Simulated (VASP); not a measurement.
# CuS3 (P4/mmm) in VASP: further runs

CuS3 is run at these levels: PBE; tasks: single point.

Everything below comes from runs of VASP 6.6.1. Logs are shortened: lines on timing, memory, paths and dates and some standing lists are left out, and cuts for length are marked.

**1. The cell of the first run**

Symmetry: P4/mmm, No. 123, tetragonal system. The conventional cell has a = 5.017 Å, b = 5.017 Å, c = 3.400 Å, α = 90.00°, β = 90.00°, γ = 90.00°. Cu (site symmetry 4/mmm) has 16 S at 3.03 to 3.93 Å and 2 Cu at 3.40 Å within 4.0 Å. Within 3.6 Å of S (site symmetry mmm) lie 8 S at 2.51 to 3.55 Å and 4 Cu at 3.03 Å. S (site symmetry 4/mmm) has 6 S at 2.51 to 3.40 Å within 3.5 Å.

The cell was built from a structure type or drawn by symmetry, and may not be a known phase.

**2. Single point, PBE, collinear spin**

Contents of INCAR:

```
SYSTEM = CuS3
PREC = Accurate ; ENCUT = 520
EDIFF = 1E-7 ; ISMEAR = 0
SIGMA = 0.1 ; LREAL = .FALSE.
LASPH = .TRUE. ; NELM = 150
ALGO = Normal ; ISIF = 2
LWAVE = .FALSE. ; LCHARG = .TRUE.
ISPIN = 2 ; MAGMOM = 1 0 0 0
LORBIT = 11 ; LMAXMIX = 4
GGA = PE ; LELF = .TRUE.
LVHAR = .TRUE. ; NBANDS = 26
```

Contents of KPOINTS:

```
regular mesh
0
G
  4 4 6
  0 0 0
```

Contents of POSCAR:

```
CuS3
1.0
    5.0167887200      0.0000000000      0.0000000000
    0.0000000000      5.0167887200      0.0000000000
    0.0000000000      0.0000000000      3.4002086100
Cu S
1 3
Direct
    0.5000000000      0.5000000000      0.5000000000
    0.0000000000      0.5000000000      0.0000000000
    0.5000000000      0.0000000000      0.0000000000
    0.0000000000      0.0000000000      0.0000000000
```

Potentials or basis: VASP PAW PBE potentials, release 64 (Cu, S).

The run is started by

```console
$ cat potpaw_PBE.64/Cu/POTCAR potpaw_PBE.64/S/POTCAR > POTCAR
$ mpirun -np 1 vasp_std > vasp.out
```

OUTCAR:

```text
SYSTEM = CuS3
   PREC = Accurate
   ENCUT = 520
   EDIFF = 1E-7
   ISMEAR = 0
   LREAL = .FALSE.
   LASPH = .TRUE.
   NELM = 150
   ISIF = 2
   ISPIN = 2
   LORBIT = 11
   GGA = PE

 ion  position               nearest neighbor table
   1  0.500  0.500  0.500-
   2  0.000  0.500  0.000-   4 2.51   4 2.51
   3  0.500  0.000  0.000-   4 2.51   4 2.51
   4  0.000  0.000  0.000-   2 2.51   3 2.51   2 2.51   3 2.51

  LATTYP: Found a simple tetragonal cell.
 ALAT       =     5.0167887200
 C/A-ratio  =     0.6777659574

  Lattice vectors:

 A1 = (   5.0167887200,   0.0000000000,   0.0000000000)
 A2 = (   0.0000000000,   5.0167887200,   0.0000000000)
 A3 = (   0.0000000000,   0.0000000000,   3.4002086100)

Analysis of symmetry for initial positions (statically):
=====================================================================
 Subroutine PRICEL returns:
 Original cell was already a primitive cell.

 Routine SETGRP: Setting up the symmetry group for a
 simple tetragonal supercell.

 Subroutine GETGRP returns: Found 16 space group operations
 (whereof 16 operations were pure point group operations)
 out of a pool of 16 trial point group operations.

The static configuration has the point symmetry D_4h.

Analysis of symmetry for dynamics (positions and initial velocities):
=====================================================================
 Subroutine PRICEL returns:
 Original cell was already a primitive cell.

 Routine SETGRP: Setting up the symmetry group for a
 simple tetragonal supercell.

 Subroutine GETGRP returns: Found 16 space group operations
 (whereof 16 operations were pure point group operations)
 out of a pool of 16 trial point group operations.

The dynamic configuration has the point symmetry D_4h.

Analysis of structural, dynamic, and magnetic symmetry:
=====================================================================
 Subroutine PRICEL returns:
 Original cell was already a primitive cell.

 Routine SETGRP: Setting up the symmetry group for a
 simple tetragonal supercell.

 Subroutine GETGRP returns: Found 16 space group operations
 (whereof 16 operations were pure point group operations)
 out of a pool of 16 trial point group operations.

The overall configuration has the point symmetry D_4h.

 Subroutine INISYM returns: Found 16 space group operations
 (whereof 16 operations are pure point group operations),
 and found     1 'primitive' translations

----------------------------------------------------------------------------------------

                                     Primitive cell
[... 124 lines left out ...]
   LRPA    =     F    only Hartree local field effects (RPA)
 spin polarized calculation
 Gauss-broadening in eV      SIGMA  =   0.10
  energy-cutoff  :      520.00
  volume of cell :       85.58
 maximum number of plane-waves:      2340
 NGX is ok and might be reduce to    40
   NGX = 19   NGY = 19   NGZ = 13

 number of electron      29.0000001 magnetization       0.0279332

 number of electron      29.0000001 magnetization      -0.1446316

 Free energy of the ion-electron system (eV)
  ---------------------------------------------------
  ext. energy  EPLUGINS =         0.00000000
  ---------------------------------------------------
  free energy    TOTEN  =       -13.28619589 eV

  energy without entropy =      -13.26309937  energy(sigma->0) =      -13.27464763

 E-fermi :   3.1267     XC(G=0):  -9.5231

 val. band max:        3.1233239671   @ k =   0.2500   0.2500   0.3333
 cond. band min:       3.1290002445   @ k =   0.5000   0.2500   0.1667
 fundamental gap:      0.0056762775
 Fermi energy:         3.1266709059

 spin component 1

 k-point     1 :       0.0000    0.0000    0.0000
  band No.  band energies     occupation
      1     -11.1450      1.00000
      2      -8.4636      1.00000
      3      -6.5971      1.00000
      4      -2.4651      1.00000
      5      -2.4651      1.00000
      6       1.4765      1.00000
[... 685 lines left out ...]
     25      14.4303      0.00000
     26      14.5802      0.00000
 Fermi energy:         3.1266709059

 spin component 2

 k-point     1 :       0.0000    0.0000    0.0000
  band No.  band energies     occupation
      1     -11.1668      1.00000
      2      -8.5189      1.00000
      3      -6.6229      1.00000
      4      -2.4802      1.00000
      5      -2.4802      1.00000
      6       1.4540      1.00000
[... 685 lines left out ...]
     25      14.4091      0.00000
     26      14.5420      0.00000

------------------------ aborting loop because EDIFF is reached ----------------------------------------

  FORCE on cell =-STRESS in cart. coord.  units (eV):
  Direction    XX          YY          ZZ          XY          YZ          ZX
  --------------------------------------------------------------------------------------
  -------------------------------------------------------------------------------------
  Total       -6.3830699     -6.3830699     -5.5719383      0.0000000      0.0000000      0.0000000
  in kB     -119.5041523   -119.5041523   -104.3181058      0.0000000      0.0000000      0.0000000
  external PRESSURE =    -114.4421368 kB  Pullay stress =       0.0000000 kB

 VOLUME and BASIS-vectors are now :
 -----------------------------------------------------------------------------
  energy-cutoff  :      520.00
  volume of cell :       85.58
      direct lattice vectors                 reciprocal lattice vectors
     5.016788720  0.000000000  0.000000000     0.199330699  0.000000000  0.000000000
     0.000000000  5.016788720  0.000000000     0.000000000  0.199330699  0.000000000
     0.000000000  0.000000000  3.400208610     0.000000000  0.000000000  0.294099602

 POSITION                                       TOTAL-FORCE (eV/Angst)
 -----------------------------------------------------------------------------------
      2.50839      2.50839      1.70010         0.000000      0.000000      0.000000
      0.00000      2.50839      0.00000         0.000000      0.000000      0.000000
      2.50839      0.00000      0.00000         0.000000      0.000000      0.000000
      0.00000      0.00000      0.00000         0.000000      0.000000      0.000000
 -----------------------------------------------------------------------------------
    total drift:                               -0.000000      0.000000     -0.000000

  FREE ENERGIE OF THE ION-ELECTRON SYSTEM (eV)
  ---------------------------------------------------
  free  energy   TOTEN  =       -13.2861958889 eV

  energy  without entropy=      -13.2630993707  energy(sigma->0) =      -13.27464763

 total charge

# of ion       s       p       d       tot
------------------------------------------
    1        0.213   0.101   9.279   9.593
    2        1.403   2.103   0.000   3.506
    3        1.403   2.103   0.000   3.506
    4        1.421   2.060   0.000   3.480
--------------------------------------------------
tot          4.439   6.368   9.279  20.086

 magnetization (x)

# of ion       s       p       d       tot
------------------------------------------
    1        0.002   0.001  -0.046  -0.044
    2       -0.001  -0.037   0.000  -0.037
    3       -0.001  -0.037   0.000  -0.037
    4       -0.001   0.005   0.000   0.004
--------------------------------------------------
tot         -0.001  -0.068  -0.046  -0.115
```

stdout:

```text
POSCAR found type information on POSCAR CuS
 POSCAR found :  2 types and       4 ions
 scaLAPACK will be used
 LDA part: xc-table for (Slater+PW92), standard interpolation
 POSCAR, INCAR and KPOINTS ok, starting setup
 FFT: planning ... GRIDC
 FFT: planning ... GRID_SOFT
 FFT: planning ... GRID
 WAVECAR not read
 entering main loop
```

It took 5.4 min on 1 thread of AMD EPYC 9R45 (Zen 5), shared host; peak memory 0.25 GiB.

What came out:

- Free energy: -13.2862 eV
- Pressure: -11.4 GPa
- Net moment: -0.14 μB per cell
- Site moments: Cu -0.04; S -0.04, +0.00 (each value once) μB
- Valence electrons inside the program's atomic spheres: Cu 9.59; S 3.51, 3.48 (each value once)

Stress tensor (GPa, compression positive):
```
-11.95   0.00   0.00
  0.00 -11.95   0.00
  0.00   0.00 -10.43
```

Caveat: the cell stands under tension. With open d or f shells a metallic result of PBE can be an artefact of self-interaction; +U or a hybrid may open a gap.

**3. Single point, PBE**

This run uses another cell than the first one, of 15.95 Å³/atom.

Contents of INCAR:

```
  PREC = Accurate
  ENCUT = 520
  EDIFF = 1E-7
  ISMEAR = 0
  SIGMA = 0.1
  LREAL = False
  LASPH = True
  NELM = 60
  ALGO = Normal
  ISIF = 2
  LWAVE = False
  LCHARG = False
  GGA = PE
  NBANDS = 22
```

Contents of KPOINTS:

```
regular mesh
0
Gamma
  10 10 16
```

Contents of POSCAR:

```
CuS3
1.0
    4.6602739680      0.0000000000      0.0000000000
    0.0000000000      4.6602739680      0.0000000000
    0.0000000000      0.0000000000      2.9373772824
Cu S
1 3
Direct
    0.5000000000      0.5000000000      0.5000000000
    0.0000000000      0.5000000000      0.0000000000
    0.5000000000      0.0000000000      0.0000000000
    0.0000000000      0.0000000000      0.0000000000
```

Potentials or basis: VASP PAW PBE potentials, release 64 (Cu, S).

The run is started by

```console
$ cat potpaw_PBE.64/Cu/POTCAR potpaw_PBE.64/S/POTCAR > POTCAR
$ mpirun -np 1 vasp_std > vasp.out
```

It took 4.8 min on 1 thread of AMD EPYC 9R45 (Zen 5), shared host; peak memory 0.32 GiB.

It converged, with:

* Free energy: -14.2651 eV
* Pressure: -0.1 GPa
* Band gap on the k mesh: zero (an odd number of electrons rules out a gap without spin polarisation)

Stress tensor (GPa, compression positive):
```
-0.21  0.00  0.00
 0.00 -0.21  0.00
 0.00  0.00  0.01
```

Levels at points of the mesh, in eV from the Fermi level:
```tsv
k point	band 12	band 13	band 14	band 15	band 16	band 17	band 18	band 19
(0.00, 0.00, 0.00)	-1.76	-1.34	0.37	1.03	2.56	4.37	5.61	5.61
(0.50, 0.00, 0.00)	-1.78	-1.26	-0.46	0.43	2.18	4.51	5.62	5.75
(0.50, 0.50, 0.00)	-1.83	-0.16	0.22	0.35	0.84	0.84	5.44	5.44
(0.00, 0.00, 0.50)	-1.21	-1.07	0.14	0.14	2.65	2.65	3.37	5.59
(0.50, 0.00, 0.50)	-1.95	-1.30	-0.70	-0.48	-0.18	3.07	4.39	4.46
(0.50, 0.50, 0.50)	-1.85	-1.80	-0.73	-0.73	-0.17	0.50	0.77	8.25
```

With open d or f shells a metallic result of PBE can be an artefact of self-interaction; +U or a hybrid may open a gap.
